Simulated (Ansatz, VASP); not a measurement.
# Al in VASP and in Ansatz

```xyz
1
Lattice="0.0000 1.9734 2.0746 1.9734 0.0000 2.0746 1.9734 1.9734 0.0000" Properties=species:S:1:pos:R:3 pbc="T T T"
Al    0.0000    0.0000    0.0000
```

Change from the starting cell: strain -0.025 along x and y, +0.025 along z, atoms carried along.

Alike in both runs: task single point; functional LDA; k mesh 20 × 20 × 20; occupations gaussian, width 0.15 eV; no spin polarisation.

|  | VASP | Ansatz |
| --- | --- | --- |
| version | VASP 6.6.1 | Ansatz 0.2.0 |
| potentials or method | VASP PAW LDA potentials, release 64 (Al), cutoff 520 eV | scalar-relativistic, plane waves, PAW |
| valence electrons in the cell | 3 | 3 |

|  | VASP | Ansatz | Ansatz less VASP |
| --- | --- | --- | --- |
| gap on the k mesh at the Fermi level (eV) | none | none | - |
| pressure (GPa) | -1.6 | -1.7 | -0.06 |
| traceless stress, the component that is largest in VASP (GPa) | -1.77 | -1.76 | +0.012 |

LDA's correlation is that of Perdew and Zunger in VASP and of Perdew and Wang (1992) in Ansatz. A gap of «none» marks a metal or a gap that the smearing closes.
